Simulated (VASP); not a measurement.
Write the native input for VASP 6.6.1 that does the following.

| Item | Value |
| --- | --- |
| Task | single point |
| Functional | r2SCAN |
| Potentials or basis | VASP PAW PBE potentials, release 64 (Ga_d, N) |
| Cutoff | 520 eV |
| k mesh | 12 × 12 × 12 |
| Occupations | gaussian, width 0.05 eV |
| Spin | no spin polarisation |
| Dipole correction | no |
| Further INCAR settings | ALGO = Normal; EDIFF = 1e-06; NBANDS = 16 |

GaN:

```
CELL_PARAMETERS angstrom
0.00000 2.31961 1.80929
2.31961 0.00000 1.80929
2.31961 2.31961 0.00000
ATOMIC_POSITIONS crystal
Ga 0.00000 0.00000 0.00000
N 0.50000 0.50000 0.50000
```

This cell differs from its parent crystal: ratio of the length along z to the lengths across it x 0.78, volume and fractional coordinates fixed.

The input as run:

POSCAR

```
GaN
1.0
    0.0000000000      2.3196055832      1.8092923549
    2.3196055832      0.0000000000      1.8092923549
    2.3196055832      2.3196055832      0.0000000000
Ga N
1 1
Direct
    0.0000000000      0.0000000000      0.0000000000
    0.5000000000      0.5000000000      0.5000000000
```

INCAR.step1

```
SYSTEM = GaN
PREC     = Accurate       ! precision mode
ENCUT    = 520            ! plane-wave cutoff, eV
ISMEAR   = 0              ! smearing method
SIGMA    = 0.05           ! smearing width, eV
LREAL    = .FALSE.        ! projectors in reciprocal space
LASPH    = .TRUE.         ! aspherical terms in the spheres
NELM     = 80             ! most SCF steps
NBANDS   = 16             ! bands
GGA      = PE             ! functional
ALGO     = Normal         ! electronic algorithm
EDIFF    = 1E-4           ! SCF threshold, eV
LWAVE    = .TRUE.         ! write WAVECAR
LCHARG   = .FALSE.        ! write CHGCAR
```

INCAR.step2

```
SYSTEM = GaN
PREC     = Accurate       ! precision mode
ENCUT    = 520            ! plane-wave cutoff, eV
EDIFF    = 1E-6           ! SCF threshold, eV
ISMEAR   = 0              ! smearing method
SIGMA    = 0.05           ! smearing width, eV
LREAL    = .FALSE.        ! projectors in reciprocal space
LASPH    = .TRUE.         ! aspherical terms in the spheres
NELM     = 80             ! most SCF steps
ALGO     = Normal         ! electronic algorithm
ISIF     = 2              ! what is computed and relaxed
LWAVE    = .FALSE.        ! write WAVECAR
LCHARG   = .FALSE.        ! write CHGCAR
METAGGA  = R2SCAN         ! meta-GGA
LMIXTAU  = .TRUE.       
NBANDS   = 16             ! bands
ISTART   = 1
```

KPOINTS

```
Automatic mesh
0
G
  12 12 12
  0 0 0
```

Potentials or basis: VASP PAW PBE potentials, release 64 (Ga_d, N).

Run with:

```bash
$ cat potpaw_PBE.64/Ga_d/POTCAR potpaw_PBE.64/N/POTCAR > POTCAR
$ cp INCAR.step1 INCAR
$ mpirun -np 1 vasp_std > vasp.out
$ cp INCAR.step2 INCAR
$ mpirun -np 1 vasp_std > vasp.out
```

Results of the run:

- Pressure: 17.4 GPa
- Band gap on the k mesh: 0.95 eV (least direct gap 2.91 eV)

Caveat: the stress differs along the axes, from -3 to 58 GPa; the PAW data sets were made with another functional, which shifts forces and pressure a little.

Wall time 3.2 min on 1 thread of Intel Xeon 8259CL (shared host), peak memory 0.18 GiB.
